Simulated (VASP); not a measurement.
# MnAs (P-6m2) in VASP: further runs

MnAs is run at these levels: PBE; tasks: single point, relaxation of cell and atoms.

All numbers are computed with VASP 6.6.1; they aren't measurements. Logs are shortened: lines on timing, memory, paths and dates and some standing lists are left out, and cuts for length are marked.

## 1. The cell of the first run

It takes space group P-6m2 (No. 187, hexagonal). The conventional cell has a = 3.185 Å, b = 3.185 Å, c = 3.107 Å, α = 90.00°, β = 90.00°, γ = 120.00°. Mn (site symmetry -6m2) has 6 As at 2.41 Å and 8 Mn at 3.11 to 3.19 Å within 3.2 Å. Within 3.2 Å of As (site symmetry -6m2) lie 6 Mn at 2.41 Å and 8 As at 3.11 to 3.19 Å.

## 2. Single point, PBE, collinear spin, ferromagnetic start

Contents of INCAR:

```
SYSTEM = MnAs
PREC = Accurate ; ENCUT = 520
EDIFF = 1E-6 ; ISMEAR = 0
SIGMA = 0.1 ; LREAL = .False.
LASPH = .True. ; NELM = 150
ALGO = Normal ; ISIF = 2
LWAVE = .False. ; LCHARG = .False.
ISPIN = 2 ; MAGMOM = 4 0
LORBIT = 11 ; LMAXMIX = 4
GGA = PE ; NBANDS = 20
```

Contents of KPOINTS:

```
regular mesh
0
Gamma
  6 6 6
  0 0 0
```

Contents of POSCAR:

```
MnAs
1.0
    3.1854175034      0.0000000000      0.0000000000
   -1.5927087517      2.7586524796      0.0000000000
    0.0000000000      0.0000000000      3.1068924860
Mn As
1 1
Direct
    0.0000000000      0.0000000000      0.0000000000
    0.6666666667      0.3333333333      0.5000000000
```

Potentials or basis: VASP PAW PBE potentials, release 64 (Mn_pv, As).

On the command line:

```sh
$ cat potpaw_PBE.64/Mn_pv/POTCAR potpaw_PBE.64/As/POTCAR > POTCAR
$ mpirun -np 1 vasp_std > vasp.out
```

OUTCAR:

```text
SYSTEM = MnAs
   PREC = Accurate
   ENCUT = 520
   EDIFF = 1E-6
   ISMEAR = 0
   LREAL = .False.
   LASPH = .True.
   NELM = 150
   ISIF = 2
   ISPIN = 2
   LORBIT = 11
   GGA = PE

 ion  position               nearest neighbor table
   1  0.000  0.000  0.000-   2 2.41   2 2.41   2 2.41   2 2.41   2 2.41   2 2.41
   2  0.667  0.333  0.500-   1 2.41   1 2.41   1 2.41   1 2.41   1 2.41   1 2.41

  LATTYP: Found a hexagonal cell.
 ALAT       =     3.1854175034
 C/A-ratio  =     0.9753485949

  Lattice vectors:

 A1 = (   3.1854175034,   0.0000000000,   0.0000000000)
 A2 = (  -1.5927087517,   2.7586524796,   0.0000000000)
 A3 = (   0.0000000000,   0.0000000000,   3.1068924860)

Analysis of symmetry for initial positions (statically):
=====================================================================
 Subroutine PRICEL returns:
 Original cell was already a primitive cell.

 Routine SETGRP: Setting up the symmetry group for a
 hexagonal supercell.

 Subroutine GETGRP returns: Found 12 space group operations
 (whereof 12 operations were pure point group operations)
 out of a pool of 24 trial point group operations.

The static configuration has the point symmetry D_3h.

Analysis of symmetry for dynamics (positions and initial velocities):
=====================================================================
 Subroutine PRICEL returns:
 Original cell was already a primitive cell.

 Routine SETGRP: Setting up the symmetry group for a
 hexagonal supercell.

 Subroutine GETGRP returns: Found 12 space group operations
 (whereof 12 operations were pure point group operations)
 out of a pool of 24 trial point group operations.

The dynamic configuration has the point symmetry D_3h.

Analysis of structural, dynamic, and magnetic symmetry:
=====================================================================
 Subroutine PRICEL returns:
 Original cell was already a primitive cell.

 Routine SETGRP: Setting up the symmetry group for a
 hexagonal supercell.

 Subroutine GETGRP returns: Found 12 space group operations
 (whereof 12 operations were pure point group operations)
 out of a pool of 24 trial point group operations.

The overall configuration has the point symmetry D_3h.

 Subroutine INISYM returns: Found 12 space group operations
 (whereof 12 operations are pure point group operations),
 and found     1 'primitive' translations

----------------------------------------------------------------------------------------

                                     Primitive cell

  volume of cell :      27.3017

  direct lattice vectors                    reciprocal lattice vectors
     3.185417503  0.000000000  0.000000000     0.313930591  0.181247911  0.000000000
    -1.592708752  2.758652480  0.000000000     0.000000000  0.362495823  0.000000000
     0.000000000  0.000000000  3.106892486     0.000000000  0.000000000  0.321865016

  length of vectors
     3.185417503  3.185417503  3.106892486     0.362495823  0.362495823  0.321865016

  position of ions in fractional coordinates (direct lattice)
     0.000000000  0.000000000  0.000000000
     0.666666667  0.333333333  0.500000000

  ion indices of the primitive-cell ions
   primitive index   ion index
                 1           1
                 2           2

----------------------------------------------------------------------------------------

 KPOINTS: regular mesh

Automatic generation of k-mesh.
 Grid dimensions read from file:
 generate k-points for:    6    6    6

 Generating k-lattice:

  Cartesian coordinates                     Fractional coordinates (reciprocal lattice)
     0.052321765  0.030207985  0.000000000     0.166666667 -0.000000000  0.000000000
     0.000000000  0.060415970  0.000000000     0.000000000  0.166666667  0.000000000
     0.000000000  0.000000000  0.053644169     0.000000000  0.000000000  0.166666667

  Length of vectors
     0.060415970  0.060415970  0.053644169

  Shift w.r.t. Gamma in fractional coordinates (k-lattice)
     0.000000000  0.000000000  0.000000000

 Subroutine IBZKPT returns following result:
 ===========================================

 Found     28 irreducible k-points:

 Following reciprocal coordinates:
            Coordinates               Weight
  0.000000  0.000000  0.000000      1.000000
  0.166667  0.000000  0.000000      6.000000
  0.333333  0.000000  0.000000      6.000000
  0.500000  0.000000  0.000000      3.000000
  0.166667  0.166667  0.000000      6.000000
  0.333333  0.166667  0.000000     12.000000
[... 16 lines left out ...]
  0.166667  0.000000  0.500000      6.000000
  0.333333  0.000000  0.500000      6.000000
 [... further k-points ...]
   k-points           NKPTS =     28   k-points in BZ     NKDIM =     28   number of bands    NBANDS=     20
   number of dos      NEDOS =    301   number of ions     NIONS =      2
   total plane-waves  NPLWV =  13824
   dimension x,y,z NGX =    24 NGY =   24 NGZ =   24
[... 29 lines left out ...]
   ISMEAR =     0;   SIGMA  =   0.10  broadening in eV -4-tet -1-fermi 0-gaus
   EFERMI_NEDOS =   21; number of points for ismear=-14 and -15
   IALGO  =     38    algorithm
   IMIX   =      4    mixing-type and parameters
     AMIX     =   0.40;   BMIX     =  1.00
     AMIX_MAG =   1.60;   BMIX_MAG =  1.00
  volume/ion in A,a.u.               =      13.65        92.12
  Fermi-wavevector in a.u.,A,eV,Ry     =   1.424850  2.692576 27.622513  2.030197
  Thomas-Fermi vector in A             =   2.545297
   LORBIT       =     11    0 simple, 1 ext, 2 COOP (PROOUT), +10 PAW based schemes
   GGA     = PE    functional components
   LHFCALC =     F    Hartree Fock is set to
   AEXX    =    0.0000 exact exchange contribution
   IVDW    =     0    specifies the selected vdW correction
   LEPSILON=     F    determine dielectric tensor
   LRPA    =     F    only Hartree local field effects (RPA)
 spin polarized calculation
 Gauss-broadening in eV      SIGMA  =   0.10
  energy-cutoff  :      520.00
  volume of cell :       27.30
 maximum number of plane-waves:       762
 NGX is ok and might be reduce to    24
   NGX = 11   NGY = 11   NGZ = 11

 number of electron      17.9999986 magnetization       1.7090969

 Free energy of the ion-electron system (eV)
  ---------------------------------------------------
  ext. energy  EPLUGINS =         0.00000000
  ---------------------------------------------------
  free energy    TOTEN  =       -13.78262538 eV

  energy without entropy =      -13.77389588  energy(sigma->0) =      -13.77826063

 E-fermi :   9.0266     XC(G=0): -12.3265

 val. band max:        9.0124768481   @ k =   0.0000   0.0000   0.1667
 cond. band min:       9.0343922003   @ k =   0.1667   0.0000   0.1667
 fundamental gap:      0.0219153521
 Fermi energy:         9.0265501676

 spin component 1

 k-point     1 :       0.0000    0.0000    0.0000
  band No.  band energies     occupation
      1     -39.8206      1.00000
      2     -39.7073      1.00000
      3     -39.7073      1.00000
      4      -5.5669      1.00000
      5       5.6181      1.00000
      6       6.2122      1.00000
[... 12 lines left out ...]
     19      27.7919      0.00000
     20      28.6968      0.00000
[... 507 lines left out ...]
 k-point    24 :       0.3333    0.0000    0.5000
  band No.  band energies     occupation
      1     -39.8604      1.00000
      2     -39.7371      1.00000
      3     -39.7111      1.00000
      4      -2.0942      1.00000
      5       2.6861      1.00000
      6       4.7206      1.00000
[... 12 lines left out ...]
     19      31.5109      0.00000
     20      32.2728      0.00000

 [... further k-points ...]

 spin component 2

 k-point     1 :       0.0000    0.0000    0.0000
  band No.  band energies     occupation
      1     -37.8863      1.00000
      2     -37.6916      1.00000
      3     -37.6915      1.00000
      4      -5.6322      1.00000
      5       7.2081      1.00000
      6       7.3769      1.00000
[... 12 lines left out ...]
     19      27.7195      0.00000
     20      28.7547      0.00000
[... 507 lines left out ...]
 k-point    24 :       0.3333    0.0000    0.5000
  band No.  band energies     occupation
      1     -37.9306      1.00000
      2     -37.7250      1.00000
      3     -37.6956      1.00000
      4      -2.1836      1.00000
      5       2.8826      1.00000
      6       4.8803      1.00000
[... 12 lines left out ...]
     19      31.6880      0.00000
     20      32.5920      0.00000

 [... further k-points ...]

------------------------ aborting loop because EDIFF is reached ----------------------------------------

  FORCE on cell =-STRESS in cart. coord.  units (eV):
  Direction    XX          YY          ZZ          XY          YZ          ZX
  --------------------------------------------------------------------------------------
  -------------------------------------------------------------------------------------
  Total        1.5258779      1.5258779      1.7869036      0.0000000     -0.0000000      0.0000000
  in kB       89.5448874     89.5448874    104.8629659      0.0000000     -0.0000000      0.0000000
  external PRESSURE =      94.6509136 kB  Pullay stress =       0.0000000 kB

 VOLUME and BASIS-vectors are now :
 -----------------------------------------------------------------------------
  energy-cutoff  :      520.00
  volume of cell :       27.30
      direct lattice vectors                 reciprocal lattice vectors
     3.185417503  0.000000000  0.000000000     0.313930591  0.181247911  0.000000000
    -1.592708752  2.758652480  0.000000000     0.000000000  0.362495823  0.000000000
     0.000000000  0.000000000  3.106892486     0.000000000  0.000000000  0.321865016

 POSITION                                       TOTAL-FORCE (eV/Angst)
 -----------------------------------------------------------------------------------
      0.00000      0.00000      0.00000         0.000000      0.000000      0.000000
      1.59271      0.91955      1.55345        -0.000000      0.000000      0.000000
 -----------------------------------------------------------------------------------
    total drift:                               -0.000000      0.000000     -0.000000

  FREE ENERGIE OF THE ION-ELECTRON SYSTEM (eV)
  ---------------------------------------------------
  free  energy   TOTEN  =       -13.7826253839 eV

  energy  without entropy=      -13.7738958840  energy(sigma->0) =      -13.77826063

 total charge

# of ion       s       p       d       tot
------------------------------------------
    1        0.294   6.295   5.301  11.890
    2        1.211   1.580   0.102   2.894
--------------------------------------------------
tot          1.505   7.875   5.403  14.784

 magnetization (x)

# of ion       s       p       d       tot
------------------------------------------
    1        0.016   0.002   1.854   1.872
    2       -0.008  -0.104  -0.000  -0.113
--------------------------------------------------
tot          0.008  -0.103   1.854   1.759
```

It took 10 s on 1 thread of Intel Xeon 6975P-C (Granite Rapids), shared host; peak memory 0.16 GiB.

What came out:

* Free energy: -13.7826 eV
* Pressure: 9.5 GPa
* Net moment: 1.71 μB per cell
* Site moments: Mn +1.87; As -0.11 μB
* Valence electrons inside the program's atomic spheres: Mn 11.89; As 2.89

Levels at points of the mesh, in eV from the Fermi level:
Spin up:
| k point | band 6 | band 7 | band 8 | band 9 | band 10 | band 11 | band 12 | band 13 | band 14 | band 15 |
| --- | --- | --- | --- | --- | --- | --- | --- | --- | --- | --- |
| (0.00, 0.00, 0.00) | -2.81 | -2.81 | -1.05 | -1.05 | 0.12 | 3.93 | 3.93 | 6.86 | 7.96 | 9.49 |
| (0.50, 0.00, 0.00) | -3.09 | -2.90 | -1.28 | -1.23 | -0.34 | 0.03 | 4.62 | 6.58 | 8.38 | 10.69 |
| (0.00, 0.00, 0.50) | -2.25 | -2.25 | -1.91 | -1.91 | -0.84 | 4.27 | 4.27 | 9.92 | 10.69 | 13.19 |
| (0.50, 0.00, 0.50) | -5.45 | -3.45 | -1.71 | -0.80 | -0.77 | 1.17 | 2.48 | 4.70 | 6.65 | 8.30 |
Spin down:
| k point | band 4 | band 5 | band 6 | band 7 | band 8 | band 9 | band 10 | band 11 | band 12 | band 13 |
| --- | --- | --- | --- | --- | --- | --- | --- | --- | --- | --- |
| (0.00, 0.00, 0.00) | -14.66 | -1.82 | -1.65 | -1.65 | 0.07 | 0.30 | 0.30 | 4.44 | 4.44 | 7.02 |
| (0.50, 0.00, 0.00) | -11.83 | -7.28 | -2.09 | -1.67 | -0.75 | 0.08 | 1.36 | 1.68 | 4.99 | 7.01 |
| (0.00, 0.00, 0.50) | -12.49 | -7.78 | -1.26 | -1.26 | -0.23 | -0.23 | 1.41 | 4.32 | 4.32 | 9.92 |
| (0.50, 0.00, 0.50) | -10.51 | -5.46 | -5.45 | -2.78 | -0.89 | 1.18 | 1.54 | 2.36 | 3.50 | 5.28 |

Caveat: the k points lie up to 0.38 Å⁻¹ apart; a cell with one magnetic atom can't hold antiferromagnetic order, which such compounds often take.

## 3. Single point, PBE, collinear spin, ferromagnetic start

This run uses another cell than the first one, of 14.56 Å³/atom, 1.067 times its volume.

INCAR: that of step 2 with these lines changed.

```diff
@@ -7,3 +7,3 @@
 LWAVE = .False. ; LCHARG = .False.
-ISPIN = 2 ; MAGMOM = 4 0
+ISPIN = 2 ; MAGMOM = 2 0
 LORBIT = 11 ; LMAXMIX = 4
```

Contents of KPOINTS:

```
Automatic mesh
0
Gamma
  6 6 6
  0 0 0
```

Contents of POSCAR:

```
MnAs
1.0
    3.2195500982      0.0000000000      0.0000000000
   -1.6097750491      2.7882121738      0.0000000000
    0.0000000000      0.0000000000      3.2444100109
Mn As
1 1
Direct
    0.0000000000      0.0000000000      0.0000000000
    0.6666666667      0.3333333333      0.5000000000
```

Potentials or basis: VASP PAW PBE potentials, release 64 (Mn_pv, As).

On the command line:

```sh
$ cat potpaw_PBE.64/Mn_pv/POTCAR potpaw_PBE.64/As/POTCAR > POTCAR
$ mpirun -np 1 vasp_std > vasp.out
```

Run time: 12 s. Hardware: 1 thread of Intel Xeon 6975P-C (Granite Rapids), shared host; peak memory 0.16 GiB.

It converged, with:

| Property | Result |
| --- | --- |
| Free energy | -13.8447 eV |
| Pressure | 0.3 GPa |
| Band gap on the k mesh | zero (filled and empty bands overlap) |
| Net moment | 1.98 μB per cell |
| Site moments | Mn +2.17; As -0.13 μB |
| Valence electrons inside the program's atomic spheres | Mn 11.76; As 2.84 |

Stress tensor (GPa, compression positive):
```
0.22 0.00 0.00
0.00 0.22 0.00
0.00 0.00 0.38
```

Levels at points of the mesh, in eV from the Fermi level:
Spin up:
| k point | band 7 | band 8 | band 9 | band 10 | band 11 | band 12 | band 13 | band 14 |
| --- | --- | --- | --- | --- | --- | --- | --- | --- |
| (0.00, 0.00, 0.00) | -2.71 | -1.27 | -1.27 | -0.51 | 3.63 | 3.63 | 5.77 | 7.84 |
| (0.50, 0.00, 0.00) | -3.04 | -1.45 | -1.30 | -0.56 | -0.01 | 3.89 | 6.01 | 7.80 |
| (0.00, 0.00, 0.50) | -2.23 | -2.01 | -2.01 | -1.28 | 3.98 | 3.98 | 9.42 | 10.43 |
| (0.50, 0.00, 0.50) | -3.30 | -1.79 | -1.12 | -0.98 | 0.65 | 2.08 | 4.11 | 6.46 |
Spin down:
```tsv
k point	band 6	band 7	band 8	band 9	band 10	band 11
(0.00, 0.00, 0.00)	-1.31	-1.31	-0.57	0.36	0.36	4.16
(0.50, 0.00, 0.00)	-2.15	-1.39	-0.59	0.13	1.43	1.75
(0.00, 0.00, 0.50)	-1.00	-1.00	-0.05	-0.05	1.21	4.04
(0.50, 0.00, 0.50)	-5.09	-2.48	-0.83	1.28	1.46	2.11
```

Caveat: the k points lie up to 0.38 Å⁻¹ apart; a cell with one magnetic atom can't hold antiferromagnetic order, which such compounds often take.

## 4. Relaxation of cell and atoms, PBE, collinear spin, ferromagnetic start

Contents of INCAR:

```
ALGO = Normal
EDIFF = 1E-6
EDIFFG = -0.04
ENCUT = 600
GGA = PE
IBRION = 2
ISIF = 3
ISMEAR = 0
ISPIN = 2
LASPH = True
LCHARG = False
LMAXMIX = 4
LORBIT = 11
LREAL = False
LWAVE = False
MAGMOM = 2 0
NELM = 150
NSW = 90
PREC = Accurate
SIGMA = 0.1
```

Contents of KPOINTS:

```
k-points
0
Gamma
  6 6 6
```

Contents of POSCAR:

```
MnAs
1.0
    3.1854175034      0.0000000000      0.0000000000
   -1.5927087517      2.7586524796      0.0000000000
    0.0000000000      0.0000000000      3.1068924860
Mn As
1 1
Direct
    0.0000000000      0.0000000000      0.0000000000
    0.6666666667      0.3333333333      0.5000000000
```

On the command line:

```sh
$ cat potpaw_PBE.64/Mn_pv/POTCAR potpaw_PBE.64/As/POTCAR > POTCAR
$ mpirun -np 1 vasp_std > vasp.out
```

Run time: 68 s. Hardware: 1 thread of Intel Xeon 6975P-C (Granite Rapids), shared host; peak memory 0.19 GiB.

Results (log left out):

```
Free energy                                           : -13.8442 eV
Relaxed volume                                        : 14.62 Å³/atom
Relaxed cell                                          : a = 3.224 Å, b = 3.224 Å, c = 3.250 Å, α = 90.00°, β = 90.00°, γ = 120.00°
Space group after relaxing (to 0.05 Å)                : P-6m2 (No. 187)
Energy gained by relaxing                             : 30.8 meV/atom
Ionic steps                                           : 7
Pressure after relaxing                               : -0.3 GPa
Band gap on the k mesh                                : zero (filled and empty bands overlap)
Net moment                                            : 1.99 μB per cell
Site moments                                          : Mn +2.18; As -0.13 μB
Valence electrons inside the program's atomic spheres : Mn 11.75; As 2.83
```

Step by step:
| step | energy change (eV) | largest force (eV/Å) | pressure (GPa) | volume (Å³) |
| --- | --- | --- | --- | --- |
| 1 | 0.0000 | 0.0000 | 9.39 | 27.30 |
| 2 | -0.0431 | 0.0000 | -3.96 | 30.59 |
| 3 | -0.0578 | 0.0000 | -0.02 | 29.40 |
| 4 | -0.0578 | 0.0000 | -0.24 | 29.45 |
| 5 | -0.0592 | 0.0000 | -0.41 | 29.45 |
| 6 | -0.0607 | 0.0000 | -1.01 | 29.46 |
| 7 | -0.0616 | 0.0000 | -0.26 | 29.25 |

Final structure:
```
CELL_PARAMETERS angstrom
3.22382 0.00000 0.00000
-1.61191 2.79191 0.00000
0.00000 0.00000 3.24976
ATOMIC_POSITIONS crystal
Mn 0.00000 0.00000 0.00000
As 0.66667 0.33333 0.50000
```

Levels at points of the mesh, in eV from the Fermi level:
Spin up:
```
           k point  band 8  band 9  band 10  band 11  band 12  band 13
(0.00, 0.00, 0.00)   -1.27   -1.27    -0.51     3.61     3.61     5.72
(0.50, 0.00, 0.00)   -1.45   -1.31    -0.57    -0.01     3.86     5.98
(0.00, 0.00, 0.50)   -2.01   -2.01    -1.28     3.96     3.96     9.39
(0.50, 0.00, 0.50)   -1.78   -1.13    -0.98     0.63     2.06     4.08
```
Spin down:
| k point | band 6 | band 7 | band 8 | band 9 | band 10 | band 11 |
| --- | --- | --- | --- | --- | --- | --- |
| (0.00, 0.00, 0.00) | -1.29 | -1.29 | -0.57 | 0.37 | 0.37 | 4.14 |
| (0.50, 0.00, 0.00) | -2.14 | -1.38 | -0.59 | 0.14 | 1.43 | 1.75 |
| (0.00, 0.00, 0.50) | -0.99 | -0.99 | -0.04 | -0.04 | 1.21 | 4.03 |
| (0.50, 0.00, 0.50) | -5.07 | -2.46 | -0.82 | 1.28 | 1.46 | 2.09 |

Caveat: the k points lie up to 0.38 Å⁻¹ apart in the final cell; a cell with one magnetic atom can't hold antiferromagnetic order, which such compounds often take.

## 5. Summary

| task | cell | cutoff (eV) | gap on the mesh (eV) | pressure (GPa) | moment (μB) |
| --- | --- | --- | --- | --- | --- |
| single point | a = 3.185, b = 3.185, c = 3.107 Å, angles 90.0, 90.0, 120.0°, 2 atoms | 520 | none | 9.5 | 1.71 |
| single point | a = 3.220, b = 3.220, c = 3.244 Å, angles 90.0, 90.0, 120.0°, 2 atoms | 520 | none | 0.3 | 1.98 |
| relaxation of cell and atoms | relaxed from a = 3.185, b = 3.185, c = 3.107 Å, angles 90.0, 90.0, 120.0°, 2 atoms | 600 | none | -0.3 | 1.99 |

Alike in all rows: level PBE; potentials or basis VASP PAW PBE potentials, release 64 (Mn_pv, As); spin collinear, ferromagnetic start; k mesh 6 × 6 × 6; smearing gaussian 0.1 eV.

Caveats: all runs use coarse meshes; a cell with one magnetic atom can't hold antiferromagnetic order, which such compounds often take.

Total energies depend on the potentials used, so only differences within one code and one set of settings carry meaning.
